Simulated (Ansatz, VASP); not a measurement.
## TaH4: VASP beside Ansatz

```
CELL_PARAMETERS angstrom
2.85659 0.00000 0.00000
-1.42829 2.47388 0.00000
0.00000 0.00000 8.42365
ATOMIC_POSITIONS crystal
Ta 0.00000 0.00000 0.00000
H 0.00000 0.00000 0.45558
H 0.00000 0.00000 0.54442
H 0.66667 0.33333 0.86339
H 0.33333 0.66667 0.13661
```

Alike in both runs: task relaxation of cell and atoms; functional PBE; k mesh 12 × 12 × 4; occupations gaussian, width 0.1 eV; no spin polarisation.

|  | VASP | Ansatz |
| --- | --- | --- |
| version | VASP 6.6.1 | Ansatz 0.2.0 |
| potentials or method | VASP PAW PBE potentials, release 64 (Ta_pv, H), cutoff 600 eV | scalar-relativistic, plane waves, PAW |
| valence electrons in the cell | 15 | 17 |

Ansatz gave:

- gap on the k mesh at the Fermi level, each at its own relaxed structure (eV): none
- relaxed volume (Å³/atom): 12.54
- relaxed length of the cell vector where the two differ most in proportion (Å): 8.839

Task: Estimate VASP's values.

Result: gap on the k mesh at the Fermi level, each at its own relaxed structure (eV): none; relaxed volume (Å³/atom): 11.95; relaxed length of the cell vector where the two differ most in proportion (Å): 8.418.

A gap of «none» marks a metal or a gap that the smearing closes. VASP's potentials hold 15 valence electrons a cell and Ansatz's 17, so a difference there can come from the potentials and not from the codes.

Spin-orbit coupling is off throughout.
